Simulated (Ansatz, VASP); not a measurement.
Two plane-wave programs on Mg6F

```xyz
7
Lattice="3.2034 0.0000 0.0000 -1.6017 7.8153 0.0000 0.0000 0.0000 20.9851" Properties=species:S:1:pos:R:3 pbc="T T T"
Mg    1.6017    5.4612    4.0000
Mg    1.6017    0.3283    4.6117
Mg    0.0000    3.0107    5.2233
Mg    0.0010    5.7949    6.8894
Mg    0.0029    0.6522    7.4337
Mg    1.6026    3.3224    7.9851
F     0.4013    9.1839   11.0151
```

Alike in both runs: task single point; functional PBE; k mesh 9 × 4 × 1; occupations gaussian, width 0.1 eV; no spin polarisation.

|  | VASP | Ansatz |
| --- | --- | --- |
| version | VASP 6.6.1 | Ansatz 0.2.0 |
| potentials or method | VASP PAW PBE potentials, release 64 (Mg, F), cutoff 520 eV | scalar-relativistic, plane waves, PAW |
| valence electrons in the cell | 19 | 67 |

Ansatz gave:

- gap on the k mesh at the Fermi level (eV): none
- rms of the force components (eV/Å): 0.301

**Question.** What did VASP give for the same quantities?

**Answer.** gap on the k mesh at the Fermi level (eV): none; rms of the force components (eV/Å): 0.299.

Atom by atom the forces differ by 0.003 eV/Å (rms over components). A gap of «none» marks a metal or a gap that the smearing closes. VASP's potentials hold 19 valence electrons a cell and Ansatz's 67, so a difference there can come from the potentials and not from the codes.
